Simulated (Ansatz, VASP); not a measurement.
**MoS: VASP beside Ansatz**

```
Mo S
1.0
     3.12041    0.00000    0.00000
    -1.56020    2.70235    0.00000
     0.00000    0.00000   21.08603
Mo S
2 2
Direct
  0.66667 0.33333 0.36005
  0.33333 0.66667 0.63995
  0.33333 0.66667 0.43036
  0.66667 0.33333 0.56964
```

Alike in both runs: functional PBEsol; k mesh 12 × 12 × 1; occupations gaussian, width 0.1 eV; no spin polarisation.

Ansatz relaxed the structure, and its values are those at the end. VASP's run is a single point on that final structure, the one shown.

|  | VASP | Ansatz |
| --- | --- | --- |
| version | VASP 6.6.1 | Ansatz 0.2.0 |
| potentials or method | VASP PAW PBE potentials, release 64 (Mo_sv, S), cutoff 520 eV | scalar-relativistic, plane waves, PAW |
| valence electrons in the cell | 40 | 40 |

```tsv
	VASP	Ansatz	Ansatz less VASP
gap on the k mesh at the Fermi level (eV)	none	none	-
rms of the force components (eV/Å)	0.007	0.002	-0.0051
```

VASP's potentials were made for PBE, not for PBEsol. A gap of «none» marks a metal or a gap that the smearing closes.
